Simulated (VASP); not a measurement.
Here is a VASP 6.6.1 calculation.

INCAR

```
ALGO = Normal
EDIFF = 1E-7
ENCUT = 520
GGA = PS
ISIF = 2
ISMEAR = 0
LASPH = True
LCHARG = False
LREAL = False
LWAVE = False
NBANDS = 12
NELM = 100
PREC = Accurate
SIGMA = 0.1
```

KPOINTS

```
k-points
0
Gamma
  18 18 18
```

File POSCAR:

```
Ag
1.0
    0.0000000000      2.0926440508      2.0926440508
    2.0926440508      0.0000000000      2.0926440508
    2.0926440508      2.0926440508      0.0000000000
Ag
1
Direct
    0.0000000000      0.0000000000      0.0000000000
```

Potentials or basis: VASP PAW PBE potentials, release 64 (Ag).

Run with:

```sh
$ cat potpaw_PBE.64/Ag/POTCAR > POTCAR
$ mpirun -np 1 vasp_std > vasp.out
```

Q: What does it give for the pressure?

A: -8.8 GPa.

Caveat: the PAW data sets were made with another functional, which shifts forces and pressure a little.
